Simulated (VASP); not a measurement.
# Si (a cell with a defect) in VASP: a series of runs

The runs below take Si (a cell with a defect) through single point, with PBEsol.

All numbers are computed with VASP 6.6.1; they aren't measurements. Logs are shortened: lines on timing, memory, paths and dates and some standing lists are left out, and cuts for length are marked.

**1. The cell of the first run**

The cell holds a defect, 62 atoms: a = 10.866 Å, b = 10.866 Å, c = 10.866 Å, α = 90.00°, β = 90.00°, γ = 90.00°.

**2. Single point, PBEsol, collinear spin**

INCAR reads:

```
ALGO     = Normal         # electronic algorithm
EDIFF    = 1E-6           # SCF threshold, eV
ENCUT    = 400            # plane-wave cutoff, eV
GGA      = PS             # functional
GGA_COMPAT= F            
ISIF     = 2              # what is computed and relaxed
ISMEAR   = -1             # smearing method
ISPIN    = 2              # spin polarisation
ISYM     = -1           
LASPH    = T              # aspherical terms in the spheres
LCHARG   = F              # write CHGCAR
LORBIT   = 11             # projections on sites
LREAL    = Auto         
LWAVE    = F              # write WAVECAR
MAGMOM   = 0 0 0 0 0 0 0 0 0 0 0 0 0 0 0 0 0 0 0 0 0 0.333 0 0.333 0 0 0 0 0 0 0 0 0 0 0 0 0 0.333 0 0 0.333 0 0 0 0 0 0 0 0 0 0 0 0 0.333 0 0 0 0 0.333 0 0 0 # initial moments
NBANDS   = 165            # bands
NELECT   = 246.0        
NELM     = 200            # most SCF steps
PREC     = Accurate       # precision mode
SIGMA    = 0.05           # smearing width, eV
```

KPOINTS reads:

```
explicit points
1
Reciprocal
  0.25000000   0.25000000   0.25000000 1
```

POSCAR reads:

```
Si
1.0
   10.8655790000      0.0000000000      0.0000000000
    0.0000000000     10.8655790000      0.0000000000
    0.0000000000      0.0000000000     10.8655790000
Si
62
Direct
    0.0003210000      0.0001690000      0.0002440000
    0.9997910000      0.9997130000      0.4996530000
    0.9999990000      0.4996240000      0.9997480000
    0.0004470000      0.4997990000      0.4996210000
    0.4997360000      0.9997240000      0.9994970000
    0.4995520000      0.0005650000      0.4994300000
    0.4997050000      0.4998020000      0.0002500000
    0.1246070000      0.1245700000      0.1244120000
    0.1253090000      0.1249900000      0.6250000000
    0.1251830000      0.6252230000      0.1250610000
    0.1244190000      0.6250800000      0.6251670000
    0.6251430000      0.1248960000      0.1250430000
    0.6251830000      0.1242000000      0.6251240000
    0.6251070000      0.6249970000      0.1244230000
    0.2487990000      0.2487070000      0.9970090000
    0.2488160000      0.2488630000      0.4952480000
    0.2532600000      0.7492010000      0.9980360000
    0.2545220000      0.7440470000      0.5013100000
    0.7494570000      0.2528650000      0.9984360000
    0.7439290000      0.2543620000      0.5012710000
    0.7516480000      0.7517320000      0.0032400000
    0.7481900000      0.7489100000      0.5126850000
    0.3731410000      0.3732040000      0.1214570000
    0.3764740000      0.3764310000      0.6117290000
    0.3755020000      0.8717790000      0.1263640000
    0.3811050000      0.8702680000      0.6234970000
    0.8718220000      0.3755790000      0.1265450000
    0.8704700000      0.3806580000      0.6233740000
    0.8761590000      0.8760690000      0.1276620000
    0.8760140000      0.8761010000      0.6294360000
    0.2486310000      0.9970710000      0.2485200000
    0.2531180000      0.9982360000      0.7493170000
    0.2486790000      0.4951770000      0.2487030000
    0.2550860000      0.5012060000      0.7434340000
    0.7493390000      0.9981220000      0.2530450000
    0.7519190000      0.0032350000      0.7518540000
    0.7437960000      0.5012800000      0.2548760000
    0.7501850000      0.5105810000      0.7500630000
    0.3728800000      0.1216680000      0.3728640000
    0.3755970000      0.1266910000      0.8715780000
    0.3752970000      0.6131750000      0.3756980000
    0.3814630000      0.6237490000      0.8695020000
    0.8718990000      0.1264250000      0.3753580000
    0.8763080000      0.1276710000      0.8761620000
    0.8696550000      0.6237540000      0.3814780000
    0.8763140000      0.6297430000      0.8762880000
    0.9971800000      0.2486610000      0.2485200000
    0.9986190000      0.2528480000      0.7493620000
    0.9981170000      0.7491800000      0.2531640000
    0.0032890000      0.7518000000      0.7516330000
    0.4952290000      0.2486170000      0.2485020000
    0.5011760000      0.2548000000      0.7432830000
    0.5012460000      0.7438480000      0.2546800000
    0.5127520000      0.7489620000      0.7480480000
    0.1215000000      0.3730300000      0.3729770000
    0.1269130000      0.3756300000      0.8715450000
    0.1264240000      0.8718200000      0.3753410000
    0.1277680000      0.8760700000      0.8760930000
    0.6132230000      0.3751580000      0.3756370000
    0.6233840000      0.3805720000      0.8702450000
    0.6235260000      0.8700940000      0.3810580000
    0.6295110000      0.8760060000      0.8759020000
```

Potentials or basis: VASP PAW PBE potentials, release 64 (Si).

Command:

```sh
cat potpaw_PBE.64/Si/POTCAR > POTCAR
mpirun -np 1 vasp_std > vasp.out
```

OUTCAR:

```text
EDIFF = 1E-6
   ENCUT = 400
   GGA = PS
   ISIF = 2
   ISMEAR = -1
   ISPIN = 2
   ISYM = -1
   LASPH = T
   LORBIT = 11
   LREAL = Auto
   NELECT = 246.0
   NELM = 200
   PREC = Accurate

 ion  position               nearest neighbor table
   1  0.000  0.000  0.000-   8 2.34  44 2.36  29 2.36  58 2.36
   2  1.000  1.000  0.500-   9 2.36  30 2.37  57 2.38  43 2.38
   3  1.000  0.500  1.000-  10 2.36  46 2.37  27 2.38  56 2.38
   4  0.000  0.500  0.500-  28 2.34  45 2.34  55 2.35  11 2.35
   5  0.500  1.000  0.999-  12 2.36  62 2.37  40 2.38  25 2.38
   6  0.500  0.001  0.499-  26 2.34  61 2.34  39 2.35  13 2.35
[... 42 lines left out ...]
  49  0.998  0.749  0.253-  57 2.34  29 2.35  10 2.38  45 2.40
  50  0.003  0.752  0.752-  58 2.34  46 2.34  30 2.35  11 2.35
  51  0.495  0.249  0.249-  59 2.33  39 2.34  23 2.34  12 2.37
  52  0.501  0.255  0.743-  13 2.34  60 2.35  24 2.37  40 2.40
  53  0.501  0.744  0.255-  14 2.34  61 2.35  41 2.37  25 2.40
  54  0.513  0.749  0.748-  62 2.33  26 2.37  42 2.37
  55  0.121  0.373  0.373-  47 2.34  33 2.34  16 2.34   4 2.35
  56  0.127  0.376  0.872-  48 2.34  15 2.35   3 2.38  34 2.40
  57  0.126  0.872  0.375-  49 2.34  31 2.35   2 2.38  18 2.40
  58  0.128  0.876  0.876-  50 2.34  32 2.35  17 2.35   1 2.36
  59  0.613  0.375  0.376-  51 2.33  20 2.37  37 2.37
  60  0.623  0.381  0.870-   7 2.34  52 2.35  38 2.37  19 2.40
  61  0.624  0.870  0.381-   6 2.34  53 2.35  22 2.37  35 2.40
  62  0.630  0.876  0.876-  54 2.33  36 2.34  21 2.34   5 2.37

IMPORTANT INFORMATION: All symmetrisations will be switched off!
NOSYMM: (Re-)initialisation of all symmetry stuff for point group C_1.

----------------------------------------------------------------------------------------

                                     Primitive cell

  volume of cell :    1282.7990

  direct lattice vectors                    reciprocal lattice vectors
    10.865579000  0.000000000  0.000000000     0.092033752  0.000000000  0.000000000
     0.000000000 10.865579000  0.000000000     0.000000000  0.092033752  0.000000000
     0.000000000  0.000000000 10.865579000     0.000000000  0.000000000  0.092033752

  length of vectors
    10.865579000 10.865579000 10.865579000     0.092033752  0.092033752  0.092033752

  position of ions in fractional coordinates (direct lattice)
     0.000321000  0.000169000  0.000244000
     0.999791000  0.999713000  0.499653000
     0.999999000  0.499624000  0.999748000
     0.000447000  0.499799000  0.499621000
     0.499736000  0.999724000  0.999497000
     0.499552000  0.000565000  0.499430000
[... 54 lines left out ...]
     0.623526000  0.870094000  0.381058000
     0.629511000  0.876006000  0.875902000

  ion indices of the primitive-cell ions
   primitive index   ion index
                 1           1
                 2           2
                 3           3
                 4           4
                 5           5
                 6           6
[... 54 lines left out ...]
                61          61
                62          62

----------------------------------------------------------------------------------------

 KPOINTS: explicit points

Read explicit list of k-points.

 Found      1 k-points:

 Following reciprocal coordinates:
            Coordinates               Weight
  0.250000  0.250000  0.250000      1.000000
   k-points           NKPTS =      1   k-points in BZ     NKDIM =      1   number of bands    NBANDS=    165
   number of dos      NEDOS =    301   number of ions     NIONS =     62
   total plane-waves  NPLWV = 373248
   dimension x,y,z NGX =    72 NGY =   72 NGZ =   72
   dimension x,y,z NGXF=   144 NGYF=  144 NGZF=  144
   ions per type =              62
   NGX,Y,Z   is equivalent  to a cutoff of  11.02, 11.02, 11.02 a.u.
   NGXF,Y,Z  is equivalent  to a cutoff of  22.03, 22.03, 22.03 a.u.
 SYSTEM =  unknown system
   PREC   = accura    normal or accurate (medium, high low for compatibility)
   ISTART =      0    job   : 0-new  1-cont  2-samecut
[... 43 lines left out ...]
  ---------------------------------------------------
  free energy    TOTEN  =      -362.59436196 eV

  energy without entropy =     -362.59418684  energy(sigma->0) =     -362.59427440

 E-fermi :   5.3767     XC(G=0):  -9.3947

 val. band max:        4.8652552950   @ k =   0.2500   0.2500   0.2500
 cond. band min:       5.8861296398   @ k =   0.2500   0.2500   0.2500
 fundamental gap:      1.0208743448
 Fermi energy:         5.3767159614

 spin component 1

 k-point     1 :       0.2500    0.2500    0.2500
  band No.  band energies     occupation
      1      -6.2100      1.00000
      2      -5.7108      1.00000
      3      -5.7087      1.00000
      4      -5.6128      1.00000
      5      -5.2029      1.00000
      6      -5.2009      1.00000
[... 127 lines left out ...]
    134       7.1000      0.00000
    135       7.2595      0.00000
 Fermi energy:         5.3767159614

 spin component 2

 k-point     1 :       0.2500    0.2500    0.2500
  band No.  band energies     occupation
      1      -6.2100      1.00000
      2      -5.7108      1.00000
      3      -5.7087      1.00000
      4      -5.6128      1.00000
      5      -5.2029      1.00000
      6      -5.2009      1.00000
[... 127 lines left out ...]
    134       7.1000      0.00000
    135       7.2595      0.00000
 [bands above 135 left out]

------------------------ aborting loop because EDIFF is reached ----------------------------------------

  FORCE on cell =-STRESS in cart. coord.  units (eV):
  Direction    XX          YY          ZZ          XY          YZ          ZX
  --------------------------------------------------------------------------------------
  -------------------------------------------------------------------------------------
  Total      -27.9512346    -27.7647690    -28.0695586      0.4549045      0.5886904      0.7093356
  in kB      -34.9102498    -34.6773599    -35.0580329      0.5681620      0.7352566      0.8859388
  external PRESSURE =     -34.8818809 kB  Pullay stress =       0.0000000 kB

 VOLUME and BASIS-vectors are now :
 -----------------------------------------------------------------------------
  energy-cutoff  :      400.00
  volume of cell :     1282.80
      direct lattice vectors                 reciprocal lattice vectors
    10.865579000  0.000000000  0.000000000     0.092033752  0.000000000  0.000000000
     0.000000000 10.865579000  0.000000000     0.000000000  0.092033752  0.000000000
     0.000000000  0.000000000 10.865579000     0.000000000  0.000000000  0.092033752

 POSITION                                       TOTAL-FORCE (eV/Angst)
 -----------------------------------------------------------------------------------
      0.00349      0.00184      0.00265         0.003401     -0.002074      0.000637
     10.86331     10.86246      5.42902        -0.002002      0.001572      0.003058
     10.86557      5.42870     10.86284         0.000087      0.001638     -0.003078
      0.00486      5.43061      5.42867         0.005364     -0.003211     -0.005701
      5.42992     10.86258     10.86011        -0.002207      0.001162      0.002513
      5.42792      0.00614      5.42660         0.002833      0.009133      0.001816
[... 54 lines left out ...]
      6.77497      9.45408      4.14042         0.003088      0.001906      0.000542
      6.84000      9.51831      9.51718         0.005426      0.000391      0.000056
 -----------------------------------------------------------------------------------
    total drift:                               -0.001698     -0.000335     -0.006785

  FREE ENERGIE OF THE ION-ELECTRON SYSTEM (eV)
  ---------------------------------------------------
  free  energy   TOTEN  =      -362.5943619618 eV

  energy  without entropy=     -362.5941868441  energy(sigma->0) =     -362.59427440

 total charge

# of ion       s       p       d       tot
------------------------------------------
    1        0.753   0.927   0.000   1.680
    2        0.758   0.904   0.000   1.662
    3        0.758   0.903   0.000   1.661
    4        0.751   0.937   0.000   1.688
    5        0.758   0.904   0.000   1.662
    6        0.751   0.937   0.000   1.689
[... 54 lines left out ...]
   61        0.757   0.909   0.000   1.666
   62        0.750   0.935   0.000   1.685
--------------------------------------------------
tot         46.988  56.433   0.000 103.421

 magnetization (x)

# of ion       s       p       d       tot
------------------------------------------
    1        0.000  -0.000   0.000  -0.000
    2        0.000   0.000   0.000   0.000
    3        0.000   0.000   0.000   0.000
    4       -0.000  -0.000   0.000  -0.000
    5        0.000   0.000   0.000   0.000
    6       -0.000  -0.000   0.000  -0.000
[... 54 lines left out ...]
   61        0.000   0.000   0.000   0.000
   62        0.000   0.000   0.000   0.000
--------------------------------------------------
tot          0.000   0.000   0.000   0.000
```

Run time: 19 min. Hardware: 1 thread of Intel Xeon 8259CL, shared host; peak memory 1.1 GiB.

Results:

```
Free energy                                           : -362.5944 eV
Largest force                                         : 0.019 eV/Å
Net moment                                            : 0.00 μB per cell
Valence electrons inside the program's atomic spheres : Si 1.68, 1.66, 1.69, 1.67, 1.61 (each value once)
```

Forces on the atoms (eV/Å):
```
Si   0.003 -0.002  0.001
Si  -0.002  0.002  0.003
Si   0.000  0.002 -0.003
Si   0.005 -0.003 -0.006
Si  -0.002  0.001  0.003
Si   0.003  0.009  0.002
Si  -0.002 -0.001  0.003
Si   0.002  0.000 -0.004
Si  -0.003  0.001  0.000
Si  -0.002 -0.003  0.001
Si  -0.005  0.005 -0.001
Si   0.003 -0.004 -0.002
Si   0.000 -0.013  0.001
Si   0.002  0.008 -0.007
Si  -0.002  0.000  0.009
Si  -0.003  0.002 -0.002
Si  -0.001  0.001 -0.003
Si   0.001 -0.001  0.001
Si  -0.001  0.000 -0.004
Si   0.006  0.002  0.000
Si  -0.003  0.003  0.005
Si   0.002  0.001  0.005
Si  -0.004 -0.004 -0.002
Si   0.000 -0.002  0.007
Si   0.000  0.004  0.000
Si   0.000 -0.005  0.000
Si   0.002 -0.001 -0.001
Si   0.005 -0.007  0.001
Si   0.003 -0.002 -0.004
Si   0.003 -0.003 -0.002
Si   0.000  0.005 -0.003
Si   0.001  0.002  0.003
Si   0.000  0.003 -0.005
Si   0.010 -0.002 -0.006
Si  -0.002  0.002 -0.001
Si  -0.005  0.000 -0.001
Si   0.000 -0.004  0.001
Si  -0.012  0.013 -0.007
Si   0.002 -0.003  0.000
Si  -0.001 -0.003 -0.001
Si   0.007 -0.001 -0.002
Si   0.003  0.002  0.000
Si   0.004  0.001 -0.004
Si   0.000 -0.001  0.002
Si   0.004  0.001 -0.001
Si   0.010 -0.005  0.003
Si  -0.001 -0.004  0.004
Si   0.001  0.002  0.001
Si  -0.005  0.001 -0.004
Si  -0.005  0.001  0.001
Si  -0.001  0.002  0.002
Si  -0.006  0.006 -0.001
Si  -0.003 -0.009  0.003
Si  -0.003 -0.004  0.003
Si   0.000  0.001  0.005
Si  -0.009 -0.006  0.004
Si   0.002  0.000  0.000
Si  -0.005  0.004  0.004
Si  -0.011  0.007  0.000
Si   0.005 -0.002  0.001
Si   0.003  0.002  0.001
Si   0.005  0.000  0.000
```

Caveat: the cell carries a net charge on a neutralising background, which shifts energy and pressure; the cell is charged against a uniform background, so pressure and absolute levels hang on convention; the PAW data sets were made with another functional, which shifts forces and pressure a little.

(Part 1 of 2 ends here.)
